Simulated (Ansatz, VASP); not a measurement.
## One calculation of BN, two programs

```
B N
1.0
     0.01746    1.76328    1.76328
     1.76328    0.01746    1.76328
     1.76328    1.76328    0.01746
B N
1 1
Direct
  0.00000 0.00000 0.00000
  0.50000 0.50000 0.50000
```

Change from the starting cell: shear_111 strain +1.5%.

Alike in both runs: task single point; functional HSE06; k mesh 8 × 8 × 8; no spin polarisation.

|  | VASP | Ansatz |
| --- | --- | --- |
| version | VASP 6.6.1 | Ansatz 0.2.0 |
| potentials or method | VASP PAW PBE potentials, release 64 (B, N) | plane waves, PAW |
| plane-wave cutoff (eV) | 520 | 420 |
| occupations | gaussian, width 0.01 eV | fixed |
| valence electrons in the cell | 8 | 8 |

Ansatz gave:

- gap on the k mesh at the Fermi level (eV): 2.09
- pressure (GPa): -14.1
- traceless stress, the component that is largest in VASP (GPa): -6.41

Question: Which values does VASP return?

Answer: gap on the k mesh at the Fermi level (eV): 2.09; pressure (GPa): -13.8; traceless stress, the component that is largest in VASP (GPa): -6.40.

Ansatz's warnings: stress exchange threshold loose, stress scf threshold loose.
